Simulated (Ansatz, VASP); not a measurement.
**Two plane-wave programs on LiH**

```xyz
2
Lattice="0.0000 1.9606 1.9606 1.9606 0.0000 1.9606 1.9606 1.9606 0.0000" Properties=species:S:1:pos:R:3 pbc="T T T"
Li    0.0000    0.0000    0.0000
H     1.9606    1.9606    1.9606
```

Alike in both runs: functional r2SCAN; k mesh 12 × 12 × 12; occupations fermi-dirac, width 0.02 eV; no spin polarisation.

Ansatz relaxed the structure, and its values are those at the end. VASP's run is a single point on that final structure, the one shown.

```csv
,VASP,Ansatz
version,VASP 6.6.1,Ansatz 0.2.0
potentials or method,"VASP PAW PBE potentials, release 64 (Li_sv, H), cutoff 520 eV",PAW plane waves
valence electrons in the cell,4,4
```

VASP gave:

- gap on the k mesh at the Fermi level (eV): 3.54

Question: What did Ansatz give for the same quantities?

Answer: gap on the k mesh at the Fermi level (eV): 3.59.

VASP's potentials were made for PBE, not for r2SCAN. Ansatz's warnings: stress scf threshold loose.

Noted on VASP's run: the cutoff is short for stress, so the pressure is rough.
